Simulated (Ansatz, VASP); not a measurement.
One calculation of RbCl, two programs

```
Rb Cl
1.0
     0.01594    3.19651    3.19651
     3.19651    0.01594    3.19651
     3.19651    3.19651    0.01594
Rb Cl
1 1
Direct
  0.00000 0.00000 0.00000
  0.50000 0.50000 0.50000
```

Change from the starting cell: equal xy, yz and zx engineering shears of +0.5 %.

Alike in both runs: functional LDA; k mesh 6 × 6 × 6; no spin polarisation.

Ansatz relaxed the structure, and its values are those at the end. VASP's run is a single point on that final structure, the one shown.

```csv
,VASP,Ansatz
version,VASP 6.6.1,Ansatz 0.2.0
potentials or method,"VASP PAW LDA potentials, release 64 (Rb_sv, Cl), cutoff 500 eV","all-electron LAPW, scalar-relativistic"
occupations,"gaussian, width 0.01 eV",fixed
```

|  | VASP | Ansatz | Ansatz less VASP |
| --- | --- | --- | --- |
| gap on the k mesh at the Fermi level (eV) | 4.85 | 4.85 | -0.005 |
| pressure (GPa) | 0.0 | 0.0 | -0.04 |

LDA's correlation is that of Perdew and Zunger in VASP and of Perdew and Wang (1992) in Ansatz. Ansatz ran all-electron here, and VASP with PAW potentials.
